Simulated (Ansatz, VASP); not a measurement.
ZrC: VASP beside Ansatz

```
CELL_PARAMETERS angstrom
0.00000 2.36500 2.36500
2.36500 0.00000 2.36500
2.36500 2.36500 0.00000
ATOMIC_POSITIONS crystal
Zr 0.50000 0.50000 0.50000
C 0.00000 0.00000 0.00000
```

Alike in both runs: task relaxation of cell and atoms; functional BLYP; dispersion D3(BJ); k mesh 10 × 10 × 10; occupations fermi-dirac, width 0.05 eV; no spin polarisation.

|  | VASP | Ansatz |
| --- | --- | --- |
| version | VASP 6.6.1 | Ansatz 0.2.0 |
| potentials or method | VASP PAW PBE potentials, release 64 (Zr_sv, C) | Ansatz PAW |
| plane-wave cutoff (eV) | 600 | 420 |
| valence electrons in the cell | 16 | 16 |

Ansatz gave:

- relaxed volume (Å³/atom): 12.78
- relaxed cell length with the largest relative difference (Å): 3.306

**Question.** What did VASP give for the same quantities?

**Answer.** Relaxed volume (Å³/atom): 12.81; relaxed cell length with the largest relative difference (Å): 3.309.

VASP's potentials were made for PBE, not for BLYP.

Noted on Ansatz's run: the plane-wave basis is chosen anew once the cell has moved, so the energies of steps on either side of that aren't comparable.
